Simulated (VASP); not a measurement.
# BaTiO3 (Pm) in VASP: single point with PBE

Aim: the single point of BaTiO3 with PBE.

Everything below comes from runs of VASP 6.6.1. Logs are shortened: lines on timing, memory, paths and dates and some standing lists are left out, and cuts for length are marked.

## (1) The cell of the first run

It takes space group Pm (No. 6, monoclinic). Conventional cell: a = 4.106 Å, b = 3.972 Å, c = 13.817 Å, α = 90.00°, β = 90.45°, γ = 90.00°. Ba (site symmetry m) has 8 O at 2.81 to 3.06 Å and 4 Ti at 3.45 to 3.51 Å within 3.7 Å. Within 3.7 Å of Ba (site symmetry m) lie 12 O at 2.77 to 3.06 Å and 8 Ti at 3.45 to 3.61 Å. Ba (site symmetry m) has 12 O at 2.77 to 3.06 Å and 8 Ti at 3.45 to 3.61 Å within 3.7 Å. Ti (site symmetry m) has 5 O at 1.85 to 2.27 Å within 2.4 Å. Ti (site symmetry m) has 6 O at 1.85 to 2.27 Å within 2.4 Å. Within 2.4 Å of Ti (site symmetry m) lie 6 O at 1.85 to 2.27 Å. Within 2.7 Å of O (site symmetry m) lie 2 Ti at 2.00 Å. O (site symmetry m) has 2 Ti at 2.00 Å and 3 Ba at 2.77 to 2.89 Å and 8 O at 2.82 to 2.89 Å within 2.9 Å.

## (2) Single point, PBE (the distance across one plane changed)

File INCAR:

```
PREC     = Accurate       # precision mode
ENCUT    = 520            # plane-wave cutoff, eV
EDIFF    = 1E-6           # SCF threshold, eV
ISMEAR   = 0              # smearing method
SIGMA    = 0.05           # smearing width, eV
LREAL    = Auto         
LASPH    = True           # aspherical terms in the spheres
NELM     = 60             # most SCF steps
ALGO     = Normal         # electronic algorithm
ISIF     = 2              # what is computed and relaxed
LWAVE    = False          # write WAVECAR
LCHARG   = False          # write CHGCAR
GGA      = PE             # functional
NBANDS   = 73             # bands
```

File KPOINTS:

```
regular mesh
0
Gamma
  7 7 3
```

File POSCAR:

```
BaTiO3
1.0
    0.0000000000      2.8905577535     -2.9158992878
   -3.9723905816      0.0000000000      0.0000000000
    0.0000000000      9.7369524015      9.8037188631
Ba Ti O
3 3 9
Direct
    0.9857856627      0.0000000000      0.8207610207
    0.9876808441      0.0000000000      0.2264689466
    0.9867332534      0.0000000000      0.5236149837
    0.4719302270      0.5000000000      0.0827123839
    0.4709826363      0.5000000000      0.3798584210
    0.4700350456      0.5000000000      0.6770044580
    0.5124882495      1.0000000000      0.0706721375
    0.5115406587      1.0000000000      0.3678181746
    0.5105930680      1.0000000000      0.6649642116
    0.0234004037      0.5000000000      0.0724180568
    0.0224528129      0.5000000000      0.3695640938
    0.0215052222      0.5000000000      0.6667101309
    0.5061491726      0.5000000000      0.2160009982
    0.5052015819      0.5000000000      0.5131470353
    0.5042539912      0.5000000000      0.8102930724
```

Potentials or basis: VASP PAW PBE potentials, release 64 (Ba_sv, Ti_sv, O).

Launch:

```console
cat potpaw_PBE.64/Ba_sv/POTCAR potpaw_PBE.64/Ti_sv/POTCAR potpaw_PBE.64/O/POTCAR > POTCAR
mpirun -np 1 vasp_std > vasp.out
```

OUTCAR:

```text
PREC = Accurate
   ENCUT = 520
   EDIFF = 1E-6
   ISMEAR = 0
   LREAL = Auto
   LASPH = True
   NELM = 60
   ISIF = 2
   GGA = PE

 ion  position               nearest neighbor table
   1  0.986  0.000  0.821-  15 2.81  15 2.81   9 2.89  12 2.92  12 2.92  15 2.92  15 2.92   9 3.06
                             6 3.45   6 3.45   6 3.51   6 3.51   3 4.11
   2  0.988  0.000  0.226-   8 2.77  11 2.81  11 2.81  13 2.81  13 2.81   7 2.89   8 2.89  10 2.92
                            10 2.92  13 2.92  13 2.92   7 3.06   4 3.45   4 3.45   4 3.51   4 3.51
   3  0.987  0.000  0.524-   9 2.77  12 2.81  12 2.81  14 2.81  14 2.81   9 2.89   8 2.89  14 2.92
                            14 2.92  11 2.92  11 2.92   8 3.06   5 3.45   5 3.45   6 3.51   6 3.51
   4  0.472  0.500  0.083-  13 1.85  10 1.85   7 2.00   7 2.00  10 2.27   2 3.45   2 3.45   2 3.51
                             2 3.51
   5  0.471  0.500  0.380-  14 1.85  11 1.85   8 2.00   8 2.00  11 2.27  13 2.27   3 3.45   3 3.45
                             3 3.51   3 3.51   2 3.51   2 3.51   2 3.61   2 3.61
   6  0.470  0.500  0.677-  12 1.85  15 1.85   9 2.00   9 2.00  14 2.27  12 2.27   1 3.45   1 3.45
                             3 3.51   3 3.51   1 3.51   1 3.51   3 3.61   3 3.61
   7  0.512  0.000  0.071-   4 2.00   4 2.00   2 2.89   2 3.06
   8  0.512  0.000  0.368-   5 2.00   5 2.00   2 2.77   3 2.89   2 2.89   3 3.06
   9  0.511  0.000  0.665-   6 2.00   6 2.00   3 2.77   3 2.89   1 2.89   1 3.06
  10  0.023  0.500  0.072-   4 1.85   4 2.27   2 2.92   2 2.92
  11  0.022  0.500  0.370-   5 1.85   5 2.27   2 2.81   2 2.81   3 2.92   3 2.92
  12  0.022  0.500  0.667-   6 1.85   6 2.27   3 2.81   3 2.81   1 2.92   1 2.92
  13  0.506  0.500  0.216-   4 1.85   5 2.27   2 2.81   2 2.81   2 2.92   2 2.92
  14  0.505  0.500  0.513-   5 1.85   6 2.27   3 2.81   3 2.81   3 2.92   3 2.92
  15  0.504  0.500  0.810-   6 1.85   1 2.81   1 2.81   1 2.92   1 2.92

  LATTYP: Found a simple monoclinic cell.
 ALAT       =     4.1058242513
 B/A-ratio  =     0.9675013684
 C/A-ratio  =     3.3653222762
 COS(beta)  =    -0.0077810464

  Lattice vectors:

 A1 = (   0.0000000000,   2.8905577535,  -2.9158992878)
 A2 = (  -3.9723905816,   0.0000000000,   0.0000000000)
 A3 = (   0.0000000000,   9.7369524015,   9.8037188631)

Analysis of symmetry for initial positions (statically):
=====================================================================
 Subroutine PRICEL returns:
 Original cell was already a primitive cell.

 Routine SETGRP: Setting up the symmetry group for a
 simple monoclinic supercell.

 Subroutine GETGRP returns: Found  2 space group operations
 (whereof  2 operations were pure point group operations)
 out of a pool of  4 trial point group operations.

The static configuration has the point symmetry C_1h.

Analysis of symmetry for dynamics (positions and initial velocities):
=====================================================================
 Subroutine PRICEL returns:
 Original cell was already a primitive cell.

 Routine SETGRP: Setting up the symmetry group for a
 simple monoclinic supercell.

 Subroutine GETGRP returns: Found  2 space group operations
 (whereof  2 operations were pure point group operations)
 out of a pool of  4 trial point group operations.

The dynamic configuration has the point symmetry C_1h.

 Subroutine INISYM returns: Found  2 space group operations
 (whereof  2 operations are pure point group operations),
 and found     1 'primitive' translations

----------------------------------------------------------------------------------------

                                     Primitive cell

  volume of cell :     225.3545

  direct lattice vectors                    reciprocal lattice vectors
     0.000000000  2.890557753 -2.915899288     0.000000000  0.172813086 -0.171636173
    -3.972390582  0.000000000  0.000000000    -0.251737582  0.000000000  0.000000000
     0.000000000  9.736952401  9.803718863     0.000000000  0.051399429  0.050952726

  length of vectors
     4.105824251  3.972390582 13.817421815     0.243563828  0.251737582  0.072374593

  position of ions in fractional coordinates (direct lattice)
     0.985785663  0.000000000  0.820761021
     0.987680844  0.000000000  0.226468947
     0.986733253  0.000000000  0.523614984
     0.471930227  0.500000000  0.082712384
     0.470982636  0.500000000  0.379858421
     0.470035046  0.500000000  0.677004458
     0.512488250  0.000000000  0.070672137
[... 44 lines left out ...]

  Shift w.r.t. Gamma in fractional coordinates (k-lattice)
     0.000000000  0.000000000  0.000000000

 Subroutine IBZKPT returns following result:
 ===========================================

 Found     44 irreducible k-points:

 Following reciprocal coordinates:
            Coordinates               Weight
  0.000000  0.000000  0.000000      1.000000
  0.142857  0.000000  0.000000      2.000000
  0.285714  0.000000  0.000000      2.000000
  0.428571  0.000000 -0.000000      2.000000
  0.000000  0.142857  0.000000      2.000000
  0.142857  0.142857  0.000000      4.000000
[... 16 lines left out ...]
 -0.142857  0.000000  0.333333      2.000000
  0.000000  0.142857  0.333333      4.000000
 [... further k-points ...]
   k-points           NKPTS =     44   k-points in BZ     NKDIM =     44   number of bands    NBANDS=     73
   number of dos      NEDOS =    301   number of ions     NIONS =     15
   total plane-waves  NPLWV = 103680
   dimension x,y,z NGX =    32 NGY =   30 NGZ =  108
   dimension x,y,z NGXF=    64 NGYF=   60 NGZF=  216
   ions per type =               3   3   9
   NGX,Y,Z   is equivalent  to a cutoff of  12.96, 12.56, 12.99 a.u.
   NGXF,Y,Z  is equivalent  to a cutoff of  25.91, 25.11, 25.99 a.u.
 SYSTEM =  unknown system
   PREC   = accura    normal or accurate (medium, high low for compatibility)
   ISTART =      0    job   : 0-new  1-cont  2-samecut
   ICHARG =      2    charge: 1-file 2-atom 10-const
   ISPIN  =      1    spin polarized calculation?
   LNONCOLLINEAR =      F non collinear calculations
   LSORBIT =      F    spin-orbit coupling
   LASPH  =      T    aspherical Exc in radial PAW
   ENCUT  =  520.0 eV  38.22 Ry    6.18 a.u.   7.63  7.39 25.69*2*pi/ulx,y,z
   NELM   =     60;   NELMIN=  2; NELMDL= -5     # of ELM steps
   EDIFF  = 0.1E-05   stopping-criterion for ELM
   LREAL  =      T    real-space projection
   EDIFFG = 0.1E-04   stopping-criterion for IOM
   NSW    =      0    number of steps for IOM
   IBRION =     -1    ionic relax: 0-MD 1-quasi-New 2-CG
   NFREE  =      0    steps in history (QN), initial steepest desc. (CG)
   ISIF   =      2    stress and relaxation
   ISYM   =      2    0-nonsym 1-usesym 2-fastsym
   POTIM  = 0.5000    time-step for ionic-motion
   TEBEG  =    0.0;   TEEND  =   0.0 temperature during run
   PSTRESS=    0.0 pullay stress
   NELECT =     120.0000    total number of electrons
   NUPDOWN=      -1.0000    fix difference up-down
   EMIN   =  10.00;   EMAX   =-10.00  energy-range for DOS
   EFERMI =   0.00;   METHOD = LEGACY
   ISMEAR =     0;   SIGMA  =   0.05  broadening in eV -4-tet -1-fermi 0-gaus
   EFERMI_NEDOS =   21; number of points for ismear=-14 and -15
   IALGO  =     38    algorithm
   IMIX   =      4    mixing-type and parameters
     AMIX     =   0.40;   BMIX     =  1.00
     AMIX_MAG =   1.60;   BMIX_MAG =  1.00
  volume/ion in A,a.u.               =      15.02       101.38
  Fermi-wavevector in a.u.,A,eV,Ry     =   1.326925  2.507526 23.956202  1.760731
  Thomas-Fermi vector in A             =   2.456276
   LORBIT       =      0    0 simple, 1 ext, 2 COOP (PROOUT), +10 PAW based schemes
   GGA     = PE    functional components
   LHFCALC =     F    Hartree Fock is set to
   AEXX    =    0.0000 exact exchange contribution
   IVDW    =     0    specifies the selected vdW correction
   LEPSILON=     F    determine dielectric tensor
   LRPA    =     F    only Hartree local field effects (RPA)
 non-spin polarized calculation
 Gauss-broadening in eV      SIGMA  =   0.05
  energy-cutoff  :      520.00
  volume of cell :      225.35
 maximum number of plane-waves:      6108
   NGX = 15   NGY = 15   NGZ = 51

 number of electron     119.9999972 magnetization

 Free energy of the ion-electron system (eV)
  ---------------------------------------------------
  ext. energy  EPLUGINS =         0.00000000
  ---------------------------------------------------
  free energy    TOTEN  =      -118.89582379 eV

  energy without entropy =     -118.89582379  energy(sigma->0) =     -118.89582379

 E-fermi :   4.1455     XC(G=0): -10.2550

 val. band max:        3.8199065684   @ k =   0.4286   0.4286  -0.0000
 cond. band min:       4.6853097112   @ k =   0.0000   0.0000   0.0000
 fundamental gap:      0.8654031428
 Fermi energy:         4.1455237081

 k-point     1 :       0.0000    0.0000    0.0000
  band No.  band energies     occupation
      1     -54.1417      2.00000
      2     -53.6891      2.00000
      3     -53.0617      2.00000
      4     -30.4434      2.00000
      5     -30.4115      2.00000
      6     -30.3586      2.00000
[... 1789 lines left out ...]
     71       6.8101      0.00000
     72       7.0272      0.00000

 [... further k-points ...]

 [bands above 72 left out]

------------------------ aborting loop because EDIFF is reached ----------------------------------------

  FORCE on cell =-STRESS in cart. coord.  units (eV):
  Direction    XX          YY          ZZ          XY          YZ          ZX
  --------------------------------------------------------------------------------------
  -------------------------------------------------------------------------------------
  Total       -2.4895181     -2.5071060     -2.1330256      0.0000000     -0.1604761      0.0000000
  in kB      -17.6994471    -17.8244899    -15.1649324      0.0000000     -1.1409191      0.0000000
  external PRESSURE =     -16.8962898 kB  Pullay stress =       0.0000000 kB

 VOLUME and BASIS-vectors are now :
 -----------------------------------------------------------------------------
  energy-cutoff  :      520.00
  volume of cell :      225.35
      direct lattice vectors                 reciprocal lattice vectors
     0.000000000  2.890557753 -2.915899288     0.000000000  0.172813086 -0.171636173
    -3.972390582  0.000000000  0.000000000    -0.251737582  0.000000000  0.000000000
     0.000000000  9.736952401  9.803718863     0.000000000  0.051399429  0.050952726

 POSITION                                       TOTAL-FORCE (eV/Angst)
 -----------------------------------------------------------------------------------
      0.00000     10.84118      5.17206         0.000000      0.378875      0.430225
      0.00000      5.06007     -0.65974         0.000000     -0.629333     -0.680322
      0.00000      7.95062      2.25616         0.000000     -0.327820     -0.359394
     -1.98620      2.16951     -0.56521         0.000000      0.540331      0.914245
     -1.98620      5.06007      2.35069         0.000000     -0.509177     -0.478237
     -1.98620      7.95062      5.26659         0.000000     -0.023926     -0.316282
      0.00000      2.16951     -0.80151         0.000000     -0.419097     -0.552871
      0.00000      5.06007      2.11438         0.000000      0.192481      0.218382
      0.00000      7.95062      5.03028         0.000000      0.285162      0.267323
     -1.98620      0.77277      0.64173         0.000000     -0.185103     -0.563036
     -1.98620      3.66333      3.55763         0.000000      0.198648      0.220516
     -1.98620      6.55389      6.47353         0.000000      0.129428      0.456083
     -1.98620      3.56624      0.64173         0.000000      0.052857      0.202009
     -1.98620      6.45680      3.55763         0.000000      0.393875      0.377800
     -1.98620      9.34736      6.47353         0.000000     -0.077201     -0.136442
 -----------------------------------------------------------------------------------
    total drift:                               -0.000000      0.004377      0.006477

  FREE ENERGIE OF THE ION-ELECTRON SYSTEM (eV)
  ---------------------------------------------------
  free  energy   TOTEN  =      -118.8958237899 eV

  energy  without entropy=     -118.8958237899  energy(sigma->0) =     -118.89582379
```

Run time: 12 min. Hardware: 1 thread of Intel Xeon Platinum 8559C (Emerald Rapids), shared host; peak memory 0.58 GiB.

What came out:

```yaml
Free_energy: -118.8958 eV
Pressure: -1.7 GPa
Largest_force: 1.062 eV/Å
Band_gap_on_the_k_mesh: 0.87 eV (least direct gap 1.65 eV)
```

Forces in eV/Å, atoms in the order of the input:
```
Ba   0.000  0.379  0.430
Ba   0.000 -0.629 -0.680
Ba   0.000 -0.328 -0.359
Ti   0.000  0.540  0.914
Ti   0.000 -0.509 -0.478
Ti   0.000 -0.024 -0.316
O    0.000 -0.419 -0.553
O    0.000  0.192  0.218
O    0.000  0.285  0.267
O    0.000 -0.185 -0.563
O    0.000  0.199  0.221
O    0.000  0.129  0.456
O    0.000  0.053  0.202
O    0.000  0.394  0.378
O    0.000 -0.077 -0.136
```

Stress tensor (GPa, compression positive):
```
-1.77  0.00  0.00
 0.00 -1.78 -0.11
 0.00 -0.11 -1.52
```

Caveat: the cell differs from its parent crystal (the distance across one plane changed); spin-orbit coupling is left out, which moves the levels of the heavy elements; an odd mesh through Γ misses points on the zone boundary, where band edges can lie; forces of over 1 eV/Å act on the atoms, so gaps and moduli don't describe the material at rest.
